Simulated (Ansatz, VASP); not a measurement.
# One calculation of Mg2Sn, two programs

```
Mg Sn
1.0
     0.00000    3.42397    3.42397
     3.42397    0.00000    3.42397
     3.42397    3.42397    0.00000
Mg Sn
2 1
Cartesian
  1.7120 1.7120 1.7120
  5.1360 5.1360 5.1360
  0.0000 0.0000 0.0000
```

Change from the starting cell: volume scaled by 1.04.

Alike in both runs: task single point; functional LDA; k mesh 11 × 11 × 11; occupations fermi-dirac, width 0.08 eV; no spin polarisation.

|  | VASP | Ansatz |
| --- | --- | --- |
| version | VASP 6.6.1 | Ansatz 0.2.0 |
| potentials or method | VASP PAW LDA potentials, release 64 (Mg, Sn_d), cutoff 600 eV | all-electron LAPW, scalar-relativistic |

|  | VASP | Ansatz | Ansatz less VASP |
| --- | --- | --- | --- |
| pressure (GPa) | -3.4 | -3.2 | +0.26 |

LDA's correlation is that of Perdew and Zunger in VASP and of Perdew and Wang (1992) in Ansatz. Ansatz ran all-electron here, and VASP with PAW potentials.
